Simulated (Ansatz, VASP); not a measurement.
# One calculation of WS2, two programs

```xyz
6
Lattice="3.1542 0.0000 0.0000 -1.5771 2.7316 0.0000 0.0000 0.0000 12.1399" Properties=species:S:1:pos:R:3 pbc="T T T"
W     0.0000    1.8211    3.0350
W     1.5771    0.9105    9.1049
S     0.0000    1.8211    7.5302
S     1.5771    0.9105    1.4603
S     0.0000    1.8211   10.6796
S     1.5771    0.9105    4.6097
```

Alike in both runs: functional PBE; dispersion D3(BJ); k mesh 12 × 12 × 4; occupations gaussian, width 0.02 eV; no spin polarisation.

Ansatz relaxed the structure, and its values are those at the end. VASP's run is a single point on that final structure, the one shown.

```csv
,VASP,Ansatz
version,VASP 6.6.1,Ansatz 0.2.0
potentials or method,"VASP PAW PBE potentials, release 64 (W_sv, S), cutoff 520 eV","scalar-relativistic, plane waves, PAW"
valence electrons in the cell,52,52
```

Ansatz gave:

```
gap on the k mesh at the Fermi level (eV) : 0.89
least direct gap on the mesh (eV)         : 1.83
pressure (GPa)                            : 0.0
```

Q: What did VASP give for the same quantities?

A: gap on the k mesh at the Fermi level (eV): 0.91; least direct gap on the mesh (eV): 1.83; pressure (GPa): 0.0.

Spin-orbit coupling is off throughout.
